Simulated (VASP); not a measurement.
The system is Au.

```
Au
1.0
     0.00000    2.80000    2.80000
     2.80000    0.00000    2.80000
     2.80000    2.80000    0.00000
Au
2
Direct
  0.00000 0.00000 0.00000
  0.25000 0.25000 0.25000
```

This isn't the form of Au at room conditions, which is fcc.

| Quantity | Value |
| --- | --- |
| Program | VASP 6.6.1 |
| Task | relaxation of cell and atoms |
| Functional | PBEsol |
| Potentials or basis | VASP PAW PBE potentials, release 64 (Au) |
| Cutoff | 500 eV |
| k mesh | 7 × 7 × 7 |
| Occupations | fermi-dirac, width 0.1 eV |
| Spin | no spin polarisation |

At the start: pressure 27.9 GPa; volume 21.95 Å³/atom.

Task: How do energy, volume and symmetry change on relaxing?

Result: Over 5 steps the energy falls by 371.4 meV/atom and the volume is 27.34 Å³/atom (+24.5 %); space group Fd-3m (No. 227, to 0.1 Å) before and after.

Step by step:
```
step  energy change (eV)  largest force (eV/Å)  pressure (GPa)  volume (Å³)
   1              0.0000                0.0000           27.95        43.90
   2             -0.0450                0.0000           -8.78        73.01
   3             -0.7409                0.0000           -0.87        55.38
   4             -0.7426                0.0000           -0.31        54.92
   5             -0.7428                0.0000            0.00        54.67
```

Final structure:
```
CELL_PARAMETERS angstrom
0.00000 3.01238 3.01238
3.01238 0.00000 3.01238
3.01238 3.01238 0.00000
ATOMIC_POSITIONS crystal
Au 0.00000 0.00000 0.00000
Au 0.25000 0.25000 0.25000
```

Caveat: the volume moved by over 15 % at a fixed basis, so the end points are rough; the PAW data sets were made with another functional, which shifts forces and pressure a little.
